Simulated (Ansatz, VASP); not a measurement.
**H: VASP beside Ansatz**

```
H
1.0
    -1.69153    1.69153    2.05847
     1.69153   -1.69153    2.05847
     1.69153    1.69153   -2.05847
H
2
Direct
  0.09014 0.09014 0.00000
  0.90986 0.90986 0.00000
```

Alike in both runs: functional r2SCAN; dispersion D3(BJ); k mesh 11 × 11 × 11; occupations tetrahedron; no spin polarisation.

|  | VASP | Ansatz |
| --- | --- | --- |
| version | VASP 6.6.1 | Ansatz 0.2.0 |
| potentials or method | VASP PAW PBE potentials, release 64 (H) | Ansatz PAW |
| plane-wave cutoff (eV) | 520 | 500 |
| valence electrons in the cell | 2 | 2 |
| task | single point | density of states |

Ansatz gave:

| Property | Result |
| --- | --- |
| gap on the k mesh at the Fermi level (eV) | 9.77 |
| least direct gap on the mesh (eV) | 10.57 |
| pressure (GPa) | 0.1 |
| rms of the force components (eV/Å) | 0.001 |

Question: What did VASP give for the same quantities?

Answer: gap on the k mesh at the Fermi level (eV): 9.78; least direct gap on the mesh (eV): 10.59; pressure (GPa): -0.1; rms of the force components (eV/Å): 0.003.

VASP's potentials were made for PBE, not for r2SCAN. Atom by atom the forces differ by 0.003 eV/Å (rms over components).

Noted on Ansatz's run: odd divisions of the mesh miss points on the zone boundary, where band edges often lie, so the gap on the mesh can be too wide.
